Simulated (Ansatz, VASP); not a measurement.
**Two plane-wave programs on PtWS4**

```xyz
6
Lattice="4.1536 0.0000 0.0000 0.0000 4.1536 0.0000 0.0000 0.0000 5.9209" Properties=species:S:1:pos:R:3 pbc="T T T"
Pt    2.0768    2.0768    2.9604
W     0.0000    0.0000    0.0000
S     2.0768    0.0000    1.4238
S     0.0000    2.0768    4.4971
S     2.0768    0.0000    4.4971
S     0.0000    2.0768    1.4238
```

Alike in both runs: task single point; functional PBE; k mesh 10 × 10 × 6; occupations gaussian, width 0.1 eV; no spin polarisation.

|  | VASP | Ansatz |
| --- | --- | --- |
| version | VASP 6.6.1 | Ansatz 0.2.0 |
| potentials or method | VASP PAW PBE potentials, release 64 (Pt, W_sv, S), cutoff 520 eV | scalar-relativistic, plane waves, PAW |
| valence electrons in the cell | 48 | 56 |

VASP gave:

* gap on the k mesh at the Fermi level (eV): none
* pressure (GPa): -0.1
* rms of the force components (eV/Å): 0.006

**Question.** What did Ansatz give for the same quantities?

**Answer.** gap on the k mesh at the Fermi level (eV): none; pressure (GPa): 0.0; rms of the force components (eV/Å): 0.000.

Atom by atom the forces differ by 0.007 eV/Å (rms over components). A gap of «none» marks a metal or a gap that the smearing closes. VASP's potentials hold 48 valence electrons a cell and Ansatz's 56, so a difference there can come from the potentials and not from the codes.

Neither program's run includes spin-orbit coupling.
